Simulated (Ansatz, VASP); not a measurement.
Two plane-wave programs on Re

File INCAR:

```
SYSTEM = Re
ALGO     = Fast           ! electronic algorithm
EDIFF    = 1E-7           ! SCF threshold, eV
ENCUT    = 520            ! plane-wave cutoff, eV
GGA      = PE             ! functional
ISIF     = 2              ! what is computed and relaxed
ISMEAR   = 0              ! smearing method
LASPH    = .True.         ! aspherical terms in the spheres
LCHARG   = .False.        ! write CHGCAR
LREAL    = .False.        ! projectors in reciprocal space
LWAVE    = .False.        ! write WAVECAR
NBANDS   = 10             ! bands
NELM     = 80             ! most SCF steps
PREC     = Accurate       ! precision mode
SIGMA    = 0.15           ! smearing width, eV
```

KPOINTS

```
k-points
0
Gamma
  10 10 10
  0 0 0
```

File POSCAR:

```
Re
1.0
    0.0000000000      2.0741890246      1.6881824471
    2.0741890246      0.0000000000      1.6881824471
    2.0741890246      2.0741890246      0.0000000000
Re
1
Direct
    0.0000000000      0.0000000000      0.0000000000
```

Input for Ansatz:

```yaml
crystal:
  lattice:
    - [0.0, 2.0741890246, 1.6881824471]
    - [2.0741890246, 0.0, 1.6881824471]
    - [2.0741890246, 2.0741890246, 0.0]
  atoms:
    - { symbol: Re, position: [0.0, 0.0, 0.0] }
basis:
  ecutwfc: 420
kpoints:
  mp_grid: { grid: [10, 10, 10] }
hamiltonian:
  xc: pbe
scf:
  occupations: { method: gaussian, width: 0.15 }
output:
  forces: true
  stress: true
  eigenvalues: true
```

Alike in both runs: task single point; functional PBE; k mesh 10 × 10 × 10; occupations gaussian, width 0.15 eV; no spin polarisation.

|  | VASP | Ansatz |
| --- | --- | --- |
| version | VASP 6.6.1 | Ansatz 0.2.0 |
| potentials or method | VASP PAW PBE potentials, release 64 (Re), cutoff 520 eV | scalar-relativistic, plane waves, PAW |
| valence electrons in the cell | 7 | 15 |

|  | VASP | Ansatz | Ansatz less VASP |
| --- | --- | --- | --- |
| gap on the k mesh at the Fermi level (eV) | none | none | - |
| pressure (GPa) | 15.2 | 15.6 | +0.36 |
| traceless stress, the component that is largest in VASP (GPa) | 11.82 | 11.26 | -0.557 |

A gap of «none» marks a metal or a gap that the smearing closes. With one functional, cell and mesh, what is left measures potentials, basis and numerics. VASP's potentials hold 7 valence electrons a cell and Ansatz's 15, so a difference there can come from the potentials and not from the codes.

Neither program's run includes spin-orbit coupling.
